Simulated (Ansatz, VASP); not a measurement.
**One calculation of Yb3InC, two programs**

Contents of INCAR:

```
SYSTEM = Yb3InC
ALGO     = Normal         ! electronic algorithm
EDIFF    = 1E-6           ! SCF threshold, eV
ENCUT    = 520            ! plane-wave cutoff, eV
GGA      = PE             ! functional
ISIF     = 2              ! what is computed and relaxed
ISMEAR   = 0              ! smearing method
LASPH    = .TRUE.         ! aspherical terms in the spheres
LCHARG   = .FALSE.        ! write CHGCAR
LREAL    = .FALSE.        ! projectors in reciprocal space
LWAVE    = .FALSE.        ! write WAVECAR
NBANDS   = 52             ! bands
NELM     = 80             ! most SCF steps
PREC     = Accurate       ! precision mode
SIGMA    = 0.05           ! smearing width, eV
```

The input KPOINTS:

```
k-points
0
G
  5 5 5
  0 0 0
```

File POSCAR:

```
Yb3InC
1.0
    5.0632500000      0.0000000000      0.0000000000
    0.0000000000      5.0632500000      0.0000000000
    0.0000000000      0.0000000000      5.0632500000
Yb In C
3 1 1
Direct
    0.5000000000      0.0000000000      0.5000000000
    0.0000000000      0.5000000000      0.5000000000
    0.5000000000      0.5000000000      0.0000000000
    0.0000000000      0.0000000000      0.0000000000
    0.5000000000      0.5000000000      0.5000000000
```

Input for Ansatz:

```yaml
crystal:
  lattice:
    bravais: cubic
    a: 5.06325
  space_group: 221
  atoms:
    - { symbol: Yb, position: [0.5, 0.0, 0.5] }
    - { symbol: In, position: [0.0, 0.0, 0.0] }
    - { symbol: C, position: [0.5, 0.5, 0.5] }
kpoints:
  mp_grid:
    grid: [5, 5, 5]
scf:
  occupations:
    method: gaussian
    width: 0.05
output:
  forces: true
  stress: true
```

Alike in both runs: task single point; functional PBE; k mesh 5 × 5 × 5; occupations gaussian, width 0.05 eV; no spin polarisation.

|  | VASP | Ansatz |
| --- | --- | --- |
| version | VASP 6.6.1 | Ansatz 0.2.0 |
| potentials or method | VASP PAW PBE potentials, release 64 (Yb, In_d, C) | plane waves, PAW |
| plane-wave cutoff (eV) | 520 | 420 |
| valence electrons in the cell | 89 | 89 |

```tsv
	VASP	Ansatz	Ansatz less VASP
pressure (GPa)	-4.0	-3.7	+0.31
```

Neither program's run includes spin-orbit coupling.
